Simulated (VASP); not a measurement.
Crystal: GaP2.

```
Ga P
1.0
     2.53091    0.00000    0.00000
     0.00000    2.53091    0.00000
     0.00000    0.00000    7.80417
Ga P
1 2
Direct
  0.00000 0.00000 0.50000
  0.00000 0.00000 0.84801
  0.00000 0.00000 0.15199
```

The cell was built from a structure type or drawn by symmetry, and may not be a known phase.

| Item | Value |
| --- | --- |
| Program | VASP 6.6.1 |
| Task | relaxation of cell and atoms |
| Functional | PBE |
| Potentials or basis | VASP PAW PBE potentials, release 64 (Ga_d, P) |
| Cutoff | 600 eV |
| k mesh | 18 × 18 × 6 |
| Occupations | gaussian, width 0.1 eV |
| Spin | no spin polarisation |

At the start: pressure 0.3 GPa; volume 16.66 Å³/atom.

**Question.** Where does the relaxation end?

**Answer.** Over 9 steps the energy falls by 4.7 meV/atom and the volume is 16.93 Å³/atom (+1.6 %); space group P4/mmm (No. 123, to 0.1 Å) before and after.

The path:
| step | energy change (eV) | largest force (eV/Å) | pressure (GPa) | volume (Å³) |
| --- | --- | --- | --- | --- |
| 1 | 0.0000 | 0.1952 | 0.32 | 49.99 |
| 2 | -0.0066 | 0.1799 | 0.06 | 50.23 |
| 3 | -0.0114 | 0.1155 | -0.25 | 50.67 |
| 4 | -0.0129 | 0.0039 | 0.34 | 50.48 |
| 5 | -0.0129 | 0.0015 | 0.28 | 50.49 |
| 6 | -0.0139 | 0.0004 | 0.04 | 50.73 |
| 7 | -0.0139 | 0.0007 | -0.06 | 50.79 |
| 8 | -0.0140 | 0.0004 | -0.13 | 50.81 |
| 9 | -0.0140 | 0.0009 | -0.02 | 50.80 |

Final structure:
```
Ga P
1.0
     2.55942    0.00000    0.00000
     0.00000    2.55942    0.00000
     0.00000    0.00000    7.75492
Ga P
1 2
Direct
  0.00000 0.00000 0.50000
  0.00000 0.00000 0.85334
  0.00000 0.00000 0.14666
```
